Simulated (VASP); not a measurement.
A run of VASP 6.6.1:

INCAR

```
SYSTEM = SiO2
PREC = Accurate ; ENCUT = 520
EDIFF = 1E-7 ; ISMEAR = 0
SIGMA = 0.05 ; LREAL = .FALSE.
LASPH = .TRUE. ; NELM = 60
ALGO = Normal ; ISIF = 2
LWAVE = .FALSE. ; LCHARG = .FALSE.
NBANDS = 25
```

KPOINTS

```
regular mesh
0
G
  6 6 8
  0 0 0
```

POSCAR

```
SiO2
1.0
    4.0804000000      0.0000000000      0.0000000000
    0.0000000000      4.0804000000      0.0000000000
    0.0000000000      0.0000000000      2.6613102772
Si O
2 4
Direct
    0.5000000000      0.5000000000      0.5000000000
    0.0000000000      0.0000000000      0.0000000000
    0.6944252994      0.6944252994      0.0000000000
    0.1944252994      0.8055747006      0.5000000000
    0.3055747006      0.3055747006      0.0000000000
    0.8055747006      0.1944252994      0.5000000000
```

Potentials or basis: VASP PAW LDA potentials, release 64 (Si, O).

Command:

```bash
$ cat potpaw_LDA.64/Si/POTCAR potpaw_LDA.64/O/POTCAR > POTCAR
$ mpirun -np 1 vasp_std > vasp.out
```

Hardware: 1 thread of AMD EPYC 7R13, with other jobs on the host.

Question: How long does it take, and how much memory?

Answer: It took 77 s on 1 thread of AMD EPYC 7R13 (shared host), peak memory 0.13 GiB. Counts: scf iterations 14, k points 50.
